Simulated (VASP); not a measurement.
The system is MgZn4O.

```
Mg Zn O
1.0
     2.71810   -4.64247    0.00000
     2.71810    4.64247    0.00000
    -1.93609    0.00000    3.98009
Mg Zn O
1 4 1
Direct
  0.00000 0.00000 0.50000
  0.00000 0.00000 0.00000
  0.71592 0.28408 0.00000
  0.28408 0.71592 0.00000
  0.50000 0.50000 0.00000
  0.50000 0.50000 0.50000
```

The cell was built from a structure type or drawn by symmetry, and may not be a known phase.

```yaml
Program: VASP 6.6.1
Task: relaxation of cell and atoms
Functional: PBE
Potentials_or_basis: VASP PAW PBE potentials, release 64 (Mg, Zn, O)
Cutoff: 600 eV
k_mesh: 4 × 4 × 4
Occupations: gaussian, width 0.2 eV
Spin: no spin polarisation
```

At the start: pressure 15.5 GPa; volume 16.74 Å³/atom.

Where does the relaxation end?

Over 11 steps the energy falls by 531.9 meV/atom and the volume is 19.69 Å³/atom (+17.6 %); space group C2/m (No. 12, to 0.1 Å) before, Fmmm (No. 69, to 0.1 Å).

The path:
```csv
step,energy change (eV),largest force (eV/Å),pressure (GPa),volume (Å³)
1,0.0000,5.6383,15.48,100.45
2,-2.3205,0.1536,-2.83,124.97
3,-2.3150,0.3095,-1.91,121.28
4,-2.3228,0.2147,-2.43,123.25
5,-2.6561,0.1702,-1.81,119.14
6,-3.0951,0.0098,2.71,109.26
7,-3.1695,0.0191,1.43,114.39
8,-3.1709,0.0202,1.33,115.26
9,-3.1786,0.0186,-0.90,119.30
10,-3.1849,0.0195,-0.08,117.62
11,-3.1914,0.0085,0.06,118.13
```

Final structure:
```cif
data_structure
_symmetry_space_group_name_H-M 'P 1'
_symmetry_Int_Tables_number 1
_cell_length_a 5.7705
_cell_length_b 5.7705
_cell_length_c 5.3264
_cell_angle_alpha 99.936
_cell_angle_beta 99.936
_cell_angle_gamma 132.511
_cell_volume 118.13
loop_
_atom_site_label
_atom_site_type_symbol
_atom_site_fract_x
_atom_site_fract_y
_atom_site_fract_z
_atom_site_occupancy
Mg1 Mg 0.00000 0.00000 0.50000 1
Zn1 Zn 0.00000 0.00000 0.00000 1
Zn2 Zn 0.75224 0.24776 0.00000 1
Zn3 Zn 0.24776 0.75224 0.00000 1
Zn4 Zn 0.50000 0.50000 0.00000 1
O1 O 0.50000 0.50000 0.50000 1
```

Caveat: the k points lie up to 0.40 Å⁻¹ apart in the final cell, too coarse for converged energies and pressures of a metal; the volume moved by over 15 % at a fixed basis, so the end points are rough.
